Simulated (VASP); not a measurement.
Runs of VASP 6.6.1 on AgCl. The structure is that of space group I4/mmm (No. 139), or close to it. The cells are those of the table. 

```tsv
cell	gap on the mesh (eV)	pressure (GPa)
a = 4.158, b = 4.158, c = 4.236 Å, angles 59.4, 59.4, 61.2°, 2 atoms	0.94	(a)
a = 4.007, b = 4.007, c = 3.765 Å, angles 62.0, 62.0, 56.0°, 2 atoms	0.59	(c)
a = 3.925, b = 3.925, c = 4.079 Å, angles 58.7, 58.7, 62.6°, 2 atoms	0.75	0.3
a = 3.851, b = 3.851, c = 4.079 Å, angles 58.0, 58.0, 64.0°, 2 atoms	0.71	3.2
a = 4.007, b = 4.007, c = 4.236 Å, angles 58.1, 58.1, 63.8°, 2 atoms	0.78	(b)
```

Alike in all rows: task single point; level PBE; potentials or basis VASP PAW PBE potentials, release 64 (Ag, Cl); no spin polarisation; k mesh 8 × 8 × 8; cutoff (eV) 520; smearing gaussian 0.05 eV.

Question: Fill in the values left out.

Answer: (a) -4.4; (b) -1.9; (c) 3.0.

Caveats: semilocal functionals underestimate gaps, and a narrow one can read as zero (at least some runs); the cell stands under tension (at least some runs); the cell stands under pressure (at least some runs).

A k mesh can miss the band edges, and the runs leave out spin-orbit coupling on Ag.
